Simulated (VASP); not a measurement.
# PbO (Litharge) (P4/nmm) in VASP: notebook

PbO (Litharge) is run at these levels: r2SCAN; tasks: single point.

Everything below comes from runs of VASP 6.6.1. Logs are shortened: lines on timing, memory, paths and dates and some standing lists are left out, and cuts for length are marked.

## (1) The cell of the first run

It takes space group P4/nmm (No. 129, tetragonal). Conventional cell: a = 3.936 Å, b = 3.936 Å, c = 4.942 Å, α = 90.00°, β = 90.00°, γ = 90.00°. Pb (site symmetry 4mm) has 4 O at 2.30 Å within 3.0 Å. Within 3.0 Å of O (site symmetry -4m2) lie 4 Pb at 2.30 Å and 4 O at 2.78 Å.

## (2) Single point, r2SCAN

File POSCAR:

```
PbO
1.0
    3.9360744706      0.0000000000      0.0000000000
    0.0000000000      3.9360744706      0.0000000000
    0.0000000000      0.0000000000      4.9422889970
Pb O
2 2
Direct
    0.0000000000      0.5000000000      0.2400000000
    0.5000000000      0.0000000000      0.7600000000
    0.0000000000      0.0000000000      0.0000000000
    0.5000000000      0.5000000000      0.0000000000
```

File INCAR.step1:

```
SYSTEM = PbO
ALGO = Normal
EDIFF = 1E-4
ENCUT = 520
GGA = PE
ISMEAR = 0
LASPH = .True.
LCHARG = .False.
LREAL = .False.
LWAVE = .True.
NBANDS = 28
NELM = 100
PREC = Accurate
SIGMA = 0.01
```

File INCAR.step2:

```
SYSTEM = PbO
ALGO = Normal
EDIFF = 1E-7
ENCUT = 520
ISIF = 2
ISMEAR = 0
ISTART = 1
LASPH = .True.
LCHARG = .False.
LMIXTAU = .True.
LREAL = .False.
LWAVE = .False.
METAGGA = R2SCAN
NBANDS = 28
NELM = 100
PREC = Accurate
SIGMA = 0.01
```

File KPOINTS:

```
k-points
0
Gamma
  4 4 4
  0 0 0
```

Potentials or basis: VASP PAW PBE potentials, release 64 (Pb_d, O).

Command:

```sh
> cat potpaw_PBE.64/Pb_d/POTCAR potpaw_PBE.64/O/POTCAR > POTCAR
> cp INCAR.step1 INCAR
> mpirun -np 1 vasp_std > vasp.out
> cp INCAR.step2 INCAR
> mpirun -np 1 vasp_std > vasp.out
```

OUTCAR:

```text
SYSTEM = PbO
   EDIFF = 1E-7
   ENCUT = 520
   ISIF = 2
   ISMEAR = 0
   ISTART = 1
   LASPH = .True.
   LREAL = .False.
   METAGGA = R2SCAN
   NELM = 100
   PREC = Accurate

 ion  position               nearest neighbor table
   1  0.000  0.500  0.240-   3 2.30   4 2.30   3 2.30   4 2.30   2 3.66   2 3.66   2 3.66   2 3.66
                             2 3.79   2 3.79   2 3.79   2 3.79
   2  0.500  0.000  0.760-   3 2.30   4 2.30   4 2.30   3 2.30   1 3.66   1 3.66   1 3.66   1 3.66
                             1 3.79   1 3.79   1 3.79   1 3.79
   3  0.000  0.000  0.000-   1 2.30   2 2.30   1 2.30   2 2.30
   4  0.500  0.500  0.000-   1 2.30   2 2.30   2 2.30   1 2.30

  LATTYP: Found a simple tetragonal cell.
 ALAT       =     3.9360744706
 C/A-ratio  =     1.2556390978

  Lattice vectors:

 A1 = (   3.9360744706,   0.0000000000,   0.0000000000)
 A2 = (   0.0000000000,   3.9360744706,   0.0000000000)
 A3 = (   0.0000000000,   0.0000000000,   4.9422889970)

Analysis of symmetry for initial positions (statically):
=====================================================================
 Subroutine PRICEL returns:
 Original cell was already a primitive cell.

 Routine SETGRP: Setting up the symmetry group for a
 simple tetragonal supercell.

 Subroutine GETGRP returns: Found 16 space group operations
 (whereof  8 operations were pure point group operations)
 out of a pool of 16 trial point group operations.

The static configuration has the point symmetry D_2d.
 The point group associated with its full space group is D_4h.

Analysis of symmetry for dynamics (positions and initial velocities):
=====================================================================
 Subroutine PRICEL returns:
 Original cell was already a primitive cell.

 Routine SETGRP: Setting up the symmetry group for a
 simple tetragonal supercell.

 Subroutine GETGRP returns: Found 16 space group operations
 (whereof  8 operations were pure point group operations)
 out of a pool of 16 trial point group operations.

The dynamic configuration has the point symmetry D_2d.
 The point group associated with its full space group is D_4h.

 Subroutine INISYM returns: Found 16 space group operations
 (whereof  8 operations are pure point group operations),
 and found     1 'primitive' translations

----------------------------------------------------------------------------------------

                                     Primitive cell

  volume of cell :      76.5693

  direct lattice vectors                    reciprocal lattice vectors
     3.936074471  0.000000000  0.000000000     0.254060234  0.000000000  0.000000000
     0.000000000  3.936074471  0.000000000     0.000000000  0.254060234  0.000000000
     0.000000000  0.000000000  4.942288997     0.000000000  0.000000000  0.202335396

  length of vectors
     3.936074471  3.936074471  4.942288997     0.254060234  0.254060234  0.202335396

  position of ions in fractional coordinates (direct lattice)
     0.000000000  0.500000000  0.240000000
     0.500000000  0.000000000  0.760000000
     0.000000000  0.000000000  0.000000000
     0.500000000  0.500000000  0.000000000

  ion indices of the primitive-cell ions
   primitive index   ion index
                 1           1
                 2           2
                 3           3
                 4           4

----------------------------------------------------------------------------------------

 KPOINTS: k-points

Automatic generation of k-mesh.
 Grid dimensions read from file:
 generate k-points for:    4    4    4

 Generating k-lattice:

  Cartesian coordinates                     Fractional coordinates (reciprocal lattice)
     0.063515058  0.000000000  0.000000000     0.250000000  0.000000000  0.000000000
     0.000000000  0.063515058  0.000000000     0.000000000  0.250000000  0.000000000
     0.000000000  0.000000000  0.050583849     0.000000000  0.000000000  0.250000000

  Length of vectors
     0.063515058  0.063515058  0.050583849

  Shift w.r.t. Gamma in fractional coordinates (k-lattice)
     0.000000000  0.000000000  0.000000000

 Subroutine IBZKPT returns following result:
 ===========================================

 Found     18 irreducible k-points:

 Following reciprocal coordinates:
            Coordinates               Weight
  0.000000  0.000000  0.000000      1.000000
  0.250000  0.000000  0.000000      4.000000
  0.500000  0.000000  0.000000      2.000000
  0.250000  0.250000  0.000000      4.000000
  0.500000  0.250000  0.000000      4.000000
  0.500000  0.500000  0.000000      1.000000
[... 10 lines left out ...]
  0.500000  0.250000  0.500000      4.000000
  0.500000  0.500000  0.500000      1.000000
   k-points           NKPTS =     18   k-points in BZ     NKDIM =     18   number of bands    NBANDS=     28
   number of dos      NEDOS =    301   number of ions     NIONS =      4
   total plane-waves  NPLWV =  36000
   dimension x,y,z NGX =    30 NGY =   30 NGZ =   40
   dimension x,y,z NGXF=    60 NGYF=   60 NGZF=   80
   ions per type =               2   2
   NGX,Y,Z   is equivalent  to a cutoff of  12.67, 12.67, 13.45 a.u.
   NGXF,Y,Z  is equivalent  to a cutoff of  25.34, 25.34, 26.91 a.u.
 SYSTEM =  PbO
   PREC   = accura    normal or accurate (medium, high low for compatibility)
   ISTART =      1    job   : 0-new  1-cont  2-samecut
   ICHARG =      0    charge: 1-file 2-atom 10-const
   ISPIN  =      1    spin polarized calculation?
   LNONCOLLINEAR =      F non collinear calculations
   LSORBIT =      F    spin-orbit coupling
   LASPH  =      T    aspherical Exc in radial PAW
   ENCUT  =  520.0 eV  38.22 Ry    6.18 a.u.   7.32  7.32  9.19*2*pi/ulx,y,z
   NELM   =    100;   NELMIN=  2; NELMDL=  0     # of ELM steps
   EDIFF  = 0.1E-06   stopping-criterion for ELM
   LREAL  =      F    real-space projection
   EDIFFG = 0.1E-05   stopping-criterion for IOM
   NSW    =      0    number of steps for IOM
   IBRION =     -1    ionic relax: 0-MD 1-quasi-New 2-CG
   NFREE  =      0    steps in history (QN), initial steepest desc. (CG)
   ISIF   =      2    stress and relaxation
   ISYM   =      2    0-nonsym 1-usesym 2-fastsym
   POTIM  = 0.5000    time-step for ionic-motion
   TEBEG  =    0.0;   TEEND  =   0.0 temperature during run
   PSTRESS=    0.0 pullay stress
   NELECT =      40.0000    total number of electrons
   NUPDOWN=      -1.0000    fix difference up-down
   EMIN   =  10.00;   EMAX   =-10.00  energy-range for DOS
   EFERMI =   0.00;   METHOD = LEGACY
   ISMEAR =     0;   SIGMA  =   0.01  broadening in eV -4-tet -1-fermi 0-gaus
   EFERMI_NEDOS =   21; number of points for ismear=-14 and -15
   IALGO  =     38    algorithm
   IMIX   =      4    mixing-type and parameters
     AMIX     =   0.40;   BMIX     =  1.00
     AMIX_MAG =   1.60;   BMIX_MAG =  1.00
  volume/ion in A,a.u.               =      19.14       129.18
  Fermi-wavevector in a.u.,A,eV,Ry     =   1.318489  2.491583 23.652555  1.738414
  Thomas-Fermi vector in A             =   2.448455
   LORBIT       =      0    0 simple, 1 ext, 2 COOP (PROOUT), +10 PAW based schemes
   METAGGA = R2SCAN    functional components
   LHFCALC =     F    Hartree Fock is set to
   AEXX    =    0.0000 exact exchange contribution
   IVDW    =     0    specifies the selected vdW correction
   LEPSILON=     F    determine dielectric tensor
   LRPA    =     F    only Hartree local field effects (RPA)
 non-spin polarized calculation
 Gauss-broadening in eV      SIGMA  =   0.01
  energy-cutoff  :      520.00
  volume of cell :       76.57
 maximum number of plane-waves:      2090
 NGX is ok and might be reduce to    30
   NGX = 15   NGY = 15   NGZ = 19

 number of electron      39.9999988 magnetization

 Free energy of the ion-electron system (eV)
  ---------------------------------------------------
  ext. energy  EPLUGINS =         0.00000000
  ---------------------------------------------------
  free energy    TOTEN  =      -129.45249138 eV

  energy without entropy =     -129.45249138  energy(sigma->0) =     -129.45249138

 E-fermi :   5.4439     XC(G=0): -10.6705

 val. band max:        5.3805062093   @ k =   0.0000   0.0000   0.0000
 cond. band min:       6.7647192589   @ k =   0.5000   0.5000   0.0000
 fundamental gap:      1.3842130496
 Fermi energy:         5.4438956646

 k-point     1 :       0.0000    0.0000    0.0000
  band No.  band energies     occupation
      1     -14.3760      2.00000
      2     -13.6717      2.00000
      3     -11.2793      2.00000
      4     -11.2793      2.00000
      5     -11.2020      2.00000
      6     -11.2002      2.00000
[... 20 lines left out ...]
     27      13.2554      0.00000
     28      13.9963      0.00000

 k-point     2 :       0.2500    0.0000    0.0000
  band No.  band energies     occupation
      1     -14.2300      2.00000
      2     -13.7378      2.00000
      3     -11.2448      2.00000
      4     -11.2433      2.00000
      5     -11.1647      2.00000
      6     -11.1503      2.00000
[... 20 lines left out ...]
     27      13.8043      0.00000
     28      17.0021      0.00000

 k-point     3 :       0.5000    0.0000    0.0000
  band No.  band energies     occupation
      1     -13.9465      2.00000
      2     -13.9465      2.00000
      3     -11.1722      2.00000
      4     -11.1722      2.00000
      5     -11.1693      2.00000
      6     -11.1693      2.00000
[... 20 lines left out ...]
     27      15.0190      0.00000
     28      15.0190      0.00000

 k-point     4 :       0.2500    0.2500    0.0000
  band No.  band energies     occupation
      1     -14.1210      2.00000
      2     -13.7793      2.00000
      3     -11.2411      2.00000
      4     -11.1708      2.00000
      5     -11.1382      2.00000
      6     -11.1295      2.00000
[... 392 lines left out ...]
     27      16.7137      0.00000
     28      17.3063      0.00000

 k-point    17 :       0.5000    0.2500    0.5000
  band No.  band energies     occupation
      1     -13.9249      2.00000
      2     -13.9249      2.00000
      3     -11.1962      2.00000
      4     -11.1962      2.00000
      5     -11.1190      2.00000
      6     -11.1190      2.00000
[... 20 lines left out ...]
     27      17.0487      0.00000
     28      17.0487      0.00000

 k-point    18 :       0.5000    0.5000    0.5000
  band No.  band energies     occupation
      1     -13.8991      2.00000
      2     -13.8991      2.00000
      3     -11.1297      2.00000
      4     -11.1297      2.00000
      5     -11.1005      2.00000
      6     -11.1005      2.00000
[... 20 lines left out ...]
     27      17.1923      0.00000
     28      17.1923      0.00000

------------------------ aborting loop because EDIFF is reached ----------------------------------------

  FORCE on cell =-STRESS in cart. coord.  units (eV):
  Direction    XX          YY          ZZ          XY          YZ          ZX
  --------------------------------------------------------------------------------------
  -------------------------------------------------------------------------------------
  Total        2.1288590      2.1288590      1.5938186      0.0000000     -0.0000000      0.0000000
  in kB       44.5453860     44.5453860     33.3499139      0.0000000     -0.0000000      0.0000000
  external PRESSURE =      40.8135620 kB  Pullay stress =       0.0000000 kB

 VOLUME and BASIS-vectors are now :
 -----------------------------------------------------------------------------
  energy-cutoff  :      520.00
  volume of cell :       76.57
      direct lattice vectors                 reciprocal lattice vectors
     3.936074471  0.000000000  0.000000000     0.254060234  0.000000000  0.000000000
     0.000000000  3.936074471  0.000000000     0.000000000  0.254060234  0.000000000
     0.000000000  0.000000000  4.942288997     0.000000000  0.000000000  0.202335396

 POSITION                                       TOTAL-FORCE (eV/Angst)
 -----------------------------------------------------------------------------------
      0.00000      1.96804      1.18615         0.000000      0.000000      0.285492
      1.96804      0.00000      3.75614         0.000000      0.000000     -0.285492
      0.00000      0.00000      0.00000         0.000000      0.000000      0.000000
      1.96804      1.96804      0.00000        -0.000000     -0.000000      0.000000
 -----------------------------------------------------------------------------------
    total drift:                                0.000000      0.000000      0.000000

  FREE ENERGIE OF THE ION-ELECTRON SYSTEM (eV)
  ---------------------------------------------------
  free  energy   TOTEN  =      -129.4524913791 eV

  energy  without entropy=     -129.4524913791  energy(sigma->0) =     -129.45249138
```

Wall time 64 s (1 thread of Intel Xeon 6975P-C (Granite Rapids), shared host); peak memory 0.2 GiB.

What came out:

```yaml
Free_energy: -129.4525 eV
Pressure: 4.1 GPa
Largest_force: 0.285 eV/Å
Band_gap_on_the_k_mesh: 1.38 eV, indirect (least direct gap 2.65 eV)
```

Forces on the atoms (eV/Å):
```
Pb   0.000  0.000  0.285
Pb   0.000  0.000 -0.285
O    0.000  0.000  0.000
O    0.000  0.000  0.000
```

Stress tensor (GPa, compression positive):
```
4.45 0.00 0.00
0.00 4.45 0.00
0.00 0.00 3.33
```

Caveat: the PAW data sets were made with another functional, which shifts forces and pressure a little; spin-orbit coupling is left out, which moves the levels of the heavy elements.

## (3) Single point, r2SCAN

This run uses another cell than the first one, of 19.54 Å³/atom, 1.021 times its volume.

File POSCAR:

```
PbO
1.0
    3.9632206696      0.0000000000      0.0000000000
    0.0000000000      3.9632206696      0.0000000000
    0.0000000000      0.0000000000      4.9763748258
Pb O
2 2
Direct
    0.0000000000      0.5000000000      0.2400000000
    0.5000000000      0.0000000000      0.7600000000
    0.0000000000      0.0000000000      0.0000000000
    0.5000000000      0.5000000000      0.0000000000
```

File INCAR.step1:

```
PREC = Accurate ; ENCUT = 520
ISMEAR = 0 ; SIGMA = 0.01
LREAL = F ; LASPH = T
NELM = 80 ; NBANDS = 28
GGA = PE ; ALGO = Normal
EDIFF = 1E-4 ; LWAVE = T
LCHARG = F
```

File INCAR.step2:

```
PREC = Accurate ; ENCUT = 520
EDIFF = 1E-6 ; ISMEAR = 0
SIGMA = 0.01 ; LREAL = F
LASPH = T ; NELM = 80
ALGO = Normal ; ISIF = 2
LWAVE = F ; LCHARG = F
METAGGA = R2SCAN ; LMIXTAU = T
NBANDS = 28 ; ISTART = 1
```

File KPOINTS:

```
Automatic mesh
0
Gamma
  4 4 4
```

Potentials or basis: VASP PAW PBE potentials, release 64 (Pb_d, O).

Command:

```sh
> cat potpaw_PBE.64/Pb_d/POTCAR potpaw_PBE.64/O/POTCAR > POTCAR
> cp INCAR.step1 INCAR
> mpirun -np 1 vasp_std > vasp.out
> cp INCAR.step2 INCAR
> mpirun -np 1 vasp_std > vasp.out
```

It took 58 s on 1 thread of Intel Xeon 6975P-C (Granite Rapids), shared host; peak memory 0.2 GiB.

The run converged. Its results:

| Quantity | Value |
| --- | --- |
| Free energy | -129.4843 eV |
| Pressure | 2.0 GPa |
| Largest force | 0.014 eV/Å |
| Band gap on the k mesh | 1.42 eV, indirect (least direct gap 2.58 eV) |

Forces on the atoms (eV/Å):
```
Pb   0.000  0.000 -0.014
Pb   0.000  0.000  0.014
O    0.000  0.000  0.000
O    0.000  0.000  0.000
```

Stress tensor (GPa, compression positive):
```
2.29 0.00 0.00
0.00 2.29 0.00
0.00 0.00 1.51
```

Levels at points of the mesh, in eV from the valence-band top:
```
           k point  band 17  band 18  band 19  band 20  band 21  band 22  band 23  band 24
(0.00, 0.00, 0.00)    -1.87    -1.80    -1.80     0.00     2.87     5.98     5.98     5.99
(0.50, 0.00, 0.00)    -3.17    -3.17    -1.80    -1.80     3.77     3.77     7.13     7.13
(0.50, 0.50, 0.00)    -1.80    -1.80    -1.16    -1.16     1.42     1.42     5.66     5.66
(0.00, 0.00, 0.50)    -1.91    -1.82    -1.82    -1.08     2.39     4.29     4.29     4.50
(0.50, 0.00, 0.50)    -3.14    -3.14    -1.11    -1.11     3.41     3.41     6.73     6.73
(0.50, 0.50, 0.50)    -2.42    -2.42    -1.16    -1.16     3.73     3.73     5.27     5.27
```

Caveat: the PAW data sets were made with another functional, which shifts forces and pressure a little; spin-orbit coupling is left out, which moves the levels of the heavy elements.

## (4) Single point, r2SCAN

This run uses another cell than the first one, of 20.34 Å³/atom, 1.062 times its volume.

File POSCAR:

```
PbO
1.0
    4.0164246111      0.0000000000      0.0000000000
    0.0000000000      4.0164246111      0.0000000000
    0.0000000000      0.0000000000      5.0431797749
Pb O
2 2
Direct
    0.0000000000      0.5000000000      0.2400000000
    0.5000000000      0.0000000000      0.7600000000
    0.0000000000      0.0000000000      0.0000000000
    0.5000000000      0.5000000000      0.0000000000
```

File INCAR.step1:

```
SYSTEM = PbO
  ALGO = Normal
  EDIFF = 1E-4
  ENCUT = 520
  GGA = PE
  ISMEAR = 0
  LASPH = .True.
  LCHARG = .False.
  LREAL = .False.
  LWAVE = .True.
  NBANDS = 28
  NELM = 100
  PREC = Accurate
  SIGMA = 0.01
```

File INCAR.step2:

```
SYSTEM = PbO
  ALGO = Normal
  EDIFF = 1E-7
  ENCUT = 520
  ISIF = 2
  ISMEAR = 0
  ISTART = 1
  LASPH = .True.
  LCHARG = .False.
  LMIXTAU = .True.
  LREAL = .False.
  LWAVE = .False.
  METAGGA = R2SCAN
  NBANDS = 28
  NELM = 100
  PREC = Accurate
  SIGMA = 0.01
```

File KPOINTS:

```
k-points
0
Gamma
  4 4 4
  0 0 0
```

Command:

```sh
> cat potpaw_PBE.64/Pb_d/POTCAR potpaw_PBE.64/O/POTCAR > POTCAR
> cp INCAR.step1 INCAR
> mpirun -np 1 vasp_std > vasp.out
> cp INCAR.step2 INCAR
> mpirun -np 1 vasp_std > vasp.out
```

It took 63 s on 1 thread of Intel Xeon 6975P-C (Granite Rapids), shared host; peak memory 0.2 GiB.

The run converged. Its results:

```yaml
Free_energy: -129.4918 eV
Pressure: -1.5 GPa
Largest_force: 0.548 eV/Å
Band_gap_on_the_k_mesh: 1.49 eV, indirect (least direct gap 2.45 eV)
```

Forces on the atoms (eV/Å):
```
Pb   0.000  0.000 -0.548
Pb   0.000  0.000  0.548
O    0.000  0.000  0.000
O    0.000  0.000  0.000
```

Stress tensor (GPa, compression positive):
```
-1.39  0.00  0.00
 0.00 -1.39  0.00
 0.00  0.00 -1.62
```

Levels at points of the mesh, in eV from the valence-band top:
```tsv
k point	band 16	band 17	band 18	band 19	band 20	band 21	band 22	band 23	band 24	band 25
(0.00, 0.00, 0.00)	-4.15	-1.67	-1.57	-1.57	0.00	2.79	5.90	5.90	5.94	7.03
(0.50, 0.00, 0.00)	-3.10	-2.90	-2.90	-1.63	-1.63	3.71	3.71	6.99	6.99	7.02
(0.50, 0.50, 0.00)	-3.32	-1.72	-1.72	-0.96	-0.96	1.49	1.49	5.62	5.62	8.29
(0.00, 0.00, 0.50)	-3.99	-1.70	-1.60	-1.60	-0.92	2.39	4.30	4.30	4.46	9.09
(0.50, 0.00, 0.50)	-3.56	-2.86	-2.86	-1.00	-1.00	3.38	3.38	6.62	6.62	7.75
(0.50, 0.50, 0.50)	-3.77	-2.30	-2.30	-0.96	-0.96	3.75	3.75	5.16	5.16	6.13
```

Caveat: the PAW data sets were made with another functional, which shifts forces and pressure a little; spin-orbit coupling is left out, which moves the levels of the heavy elements. r2SCAN opens gaps a little over a GGA but as a rule still falls short of measured ones.

## (5) Overview

```tsv
cell	gap on the mesh (eV)	pressure (GPa)	largest force (eV/Å)
a = 3.936, b = 3.936, c = 4.942 Å, 4 atoms	1.38	4.1	0.29
a = 3.963, b = 3.963, c = 4.976 Å, 4 atoms	1.42	2.0	0.01
a = 4.016, b = 4.016, c = 5.043 Å, 4 atoms	1.49	-1.5	0.55
```

Alike in all rows: task single point; level r2SCAN; potentials or basis VASP PAW PBE potentials, release 64 (Pb_d, O); no spin polarisation; k mesh 4 × 4 × 4; cutoff (eV) 520; smearing gaussian 0.01 eV.

Caveats: the PAW data sets were made with another functional, which shifts forces and pressure a little; spin-orbit coupling is left out, which moves the levels of the heavy elements.

Absolute energies hang on the potentials; compare differences alone.
